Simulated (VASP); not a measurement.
Runs of VASP 6.6.1 on GaAs (m.bB). The structure is that of space group F-43m (No. 216), or close to it. The cells are those of the table. 

```csv
task,cell,k mesh,smearing,gap on the mesh (eV),pressure (GPa)
single point,"a = 4.063 Å, angles 60.0°, 2 atoms",10 × 10 × 10,gaussian 0.01 eV,0.16,0.1
relaxation of cell and atoms,"relaxed from a = 4.009 Å, angles 60.0°, 2 atoms",12 × 12 × 12,gaussian 0.02 eV,(a),0.0
single point,"a = 4.063 Å, angles 60.0°, 2 atoms",12 × 12 × 12,gaussian 0.02 eV,0.16,0.1
single point,"a = 4.009 Å, angles 60.0°, 2 atoms",6 × 6 × 6,gaussian 0.1 eV,0.45,2.8
```

Alike in all rows: level PBE; potentials or basis VASP PAW PBE potentials, release 64 (Ga_d, As); no spin polarisation; cutoff (eV) 500.

Question: Fill in the values left out.

Answer: (a) 0.15.

A k mesh can miss the band edges, and the runs leave out spin-orbit coupling on As, Ga.
